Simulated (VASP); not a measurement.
Crystal: ZnSn2N.

```xyz
8
Lattice="3.4000 0.0000 0.0000 -1.7000 2.9445 0.0000 0.0000 0.0000 15.4000" Properties=species:S:1:pos:R:3 pbc="T T T"
Zn    1.7000    0.9815    3.8500
Zn    0.0000    1.9630   11.5500
Sn    0.0000    1.9630    1.2936
Sn    1.7000    0.9815   14.1064
Sn    1.7000    0.9815    8.9936
Sn    0.0000    1.9630    6.4064
N     0.0000    0.0000    0.0000
N     0.0000    0.0000    7.7000
```

| Quantity | Value |
| --- | --- |
| Program | VASP 6.6.1 |
| Task | relaxation of cell and atoms |
| Functional | PBE |
| Potentials or basis | VASP PAW PBE potentials, release 64 (Zn, Sn_d, N) |
| Cutoff | 600 eV |
| k mesh | 5 × 5 × 1 |
| Occupations | gaussian, width 0.2 eV |
| Spin | no spin polarisation |

At the start: pressure 6.5 GPa; volume 19.27 Å³/atom.

**Question.** How do energy, volume and symmetry change on relaxing?

**Answer.** Over 13 steps the energy falls by 114.2 meV/atom and the volume is 19.97 Å³/atom (+3.6 %); space group P6_3/mmc (No. 194, to 0.1 Å) before and after.

The path:
```csv
step,energy change (eV),largest force (eV/Å),pressure (GPa),volume (Å³)
1,0.0000,2.0937,6.52,154.17
2,-0.5114,0.3892,-4.41,172.24
3,-0.6066,0.2238,-2.01,166.90
4,-0.7261,0.0678,-1.50,162.91
5,-0.7865,0.4607,-0.85,158.13
6,-0.8288,0.1348,1.06,154.57
7,-0.8296,0.0760,1.40,154.00
8,-0.8642,0.0472,1.31,154.64
9,-0.8885,0.0783,1.56,156.38
10,-0.8962,0.0417,1.41,155.82
11,-0.9094,0.1907,-0.24,159.74
12,-0.9101,0.1501,0.04,159.04
13,-0.9136,0.0672,0.03,159.75
```

Final structure:
```cif
data_structure
_symmetry_space_group_name_H-M 'P 1'
_symmetry_Int_Tables_number 1
_cell_length_a 3.2618
_cell_length_b 3.2618
_cell_length_c 17.3383
_cell_angle_alpha 90.000
_cell_angle_beta 90.000
_cell_angle_gamma 120.000
_cell_volume 159.75
loop_
_atom_site_label
_atom_site_type_symbol
_atom_site_fract_x
_atom_site_fract_y
_atom_site_fract_z
_atom_site_occupancy
Zn1 Zn 0.66667 0.33333 0.25000 1
Zn2 Zn 0.33333 0.66667 0.75000 1
Sn1 Sn 0.33333 0.66667 0.08698 1
Sn2 Sn 0.66667 0.33333 0.91302 1
Sn3 Sn 0.66667 0.33333 0.58698 1
Sn4 Sn 0.33333 0.66667 0.41302 1
N1 N 0.00000 0.00000 0.00000 1
N2 N 0.00000 0.00000 0.50000 1
```

Caveat: the k points lie up to 0.44 Å⁻¹ apart in the final cell, too coarse for converged energies and pressures of a metal; the relaxation stopped at a loose force limit of 0.08 eV/Å, so its end isn't a converged minimum.
